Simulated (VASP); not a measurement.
## HRh2: relaxation of cell and atoms with PBE

HRh2:

```
H Rh
1.0
     0.00000    2.57445    2.57445
     2.57445    0.00000    2.57445
     2.57445    2.57445    0.00000
H Rh
1 2
Direct
  0.00000 0.00000 0.00000
  0.25000 0.25000 0.25000
  0.75000 0.75000 0.75000
```

The cell was built from a structure type or drawn by symmetry, and may not be a known phase.

```json
{
  "Program": "VASP 6.6.1",
  "Task": "relaxation of cell and atoms",
  "Functional": "PBE",
  "Potentials or basis": "VASP PAW PBE potentials, release 64 (H, Rh_pv)",
  "Cutoff": "600 eV",
  "k mesh": "16 × 16 × 16",
  "Occupations": "gaussian, width 0.1 eV",
  "Spin": "no spin polarisation",
  "Dipole correction": "no",
  "Further INCAR settings": "ALGO = Normal; EDIFF = 1e-06; IBRION = 2; EDIFFG = -0.01; NSW = 100; ISIF = 3"
}
```

The relaxed volume is 11.40 Å³/atom and the relaxed cell is a = 3.643 Å, b = 3.643 Å, c = 3.643 Å, α = 60.00°, β = 60.00°, γ = 60.00°. The space group after relaxing (to 0.1 Å) is Fm-3m (No. 225) and the energy gained by relaxing is 0.0 meV/atom. The ionic steps are 3, the pressure after relaxing is 0.1 GPa and the band gap on the k mesh is zero (an odd number of electrons rules out a gap without spin polarisation).

Final structure:
```
CELL_PARAMETERS angstrom
0.00000 2.57598 2.57598
2.57598 0.00000 2.57598
2.57598 2.57598 0.00000
ATOMIC_POSITIONS crystal
H 0.00000 0.00000 0.00000
Rh 0.25000 0.25000 0.25000
Rh 0.75000 0.75000 0.75000
```

Levels at points of the mesh, in eV from the Fermi level:
```
           k point  band 11  band 12  band 13  band 14  band 15  band 16  band 17  band 18  band 19
(0.00, 0.00, 0.00)    -4.45    -4.45     0.59     0.59     0.59     2.19     2.19     3.13    11.18
(0.50, 0.00, 0.00)    -2.52    -2.52    -1.51    -1.51    -1.47    -1.47     0.24     0.41     6.66
(0.50, 0.50, 0.00)    -2.72    -1.44    -1.44    -1.01    -1.01     0.79     2.07     4.61     4.61
```

Wall time 4.3 min on 1 thread of Intel Xeon 8259CL, with other jobs on the host, peak memory 0.25 GiB.
